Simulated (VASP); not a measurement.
**HF: single point with PBEsol**

HF:

```
F H
1.0
     5.46479    0.00000    0.00000
     0.00000    5.46479    0.00000
     0.00000    0.00000    5.46479
F H
6 6
Direct
  0.03693 0.09324 0.05213
  0.46164 0.69233 0.59414
  0.74967 0.22127 0.75703
  0.80966 0.98337 0.40051
  0.17757 0.34556 0.48747
  0.64664 0.52226 0.19615
  0.91751 0.15203 0.92164
  0.56700 0.67820 0.45466
  0.78373 0.13429 0.59587
  0.91470 0.03884 0.25418
  0.27868 0.47969 0.53851
  0.52310 0.48796 0.08074
```

* Program: VASP 6.6.1
* Task: single point
* Functional: PBEsol
* Potentials or basis: VASP PAW PBE potentials, release 64 (F_h, H_h)
* Cutoff: 910 eV
* k mesh: 1 × 1 × 1
* Occupations: fermi-dirac, width 0.02 eV
* Spin: no spin polarisation

```yaml
Pressure: -0.4 GPa
Largest_force: 0.154 eV/Å
Band_gap_on_the_k_mesh: 6.70 eV
```

Forces in eV/Å, atoms in the order of the input:
```
F    0.023 -0.009  0.060
F   -0.092 -0.010  0.082
F   -0.003  0.045 -0.010
F    0.057  0.044 -0.030
F    0.014  0.028  0.009
F   -0.071 -0.007 -0.121
H   -0.016 -0.010 -0.049
H    0.019 -0.027 -0.065
H   -0.034 -0.075 -0.005
H    0.003  0.014  0.015
H   -0.021  0.007  0.018
H    0.120  0.000  0.096
```

Stress tensor (GPa, compression positive):
```
-0.24  0.06  0.06
 0.06 -0.33 -0.01
 0.06 -0.01 -0.64
```

Levels at points of the mesh, in eV from the valence-band top:
```
           k point  band 22  band 23  band 24  band 25  band 26  band 27
(0.00, 0.00, 0.00)    -0.93    -0.04     0.00     6.70    10.43    11.69
```

It took 19 s on 1 thread of Intel(R) Xeon(R) 6975P-C (Granite Rapids) (shared host), peak memory 0.35 GiB.

Caveat: the k points lie up to 1.15 Å⁻¹ apart; the cutoff is under 1.25 times the usual one of these potentials, so pressure, stress and relaxed cells hold a basis-set (Pulay) error; the PAW data sets were made with another functional, which shifts forces and pressure a little.
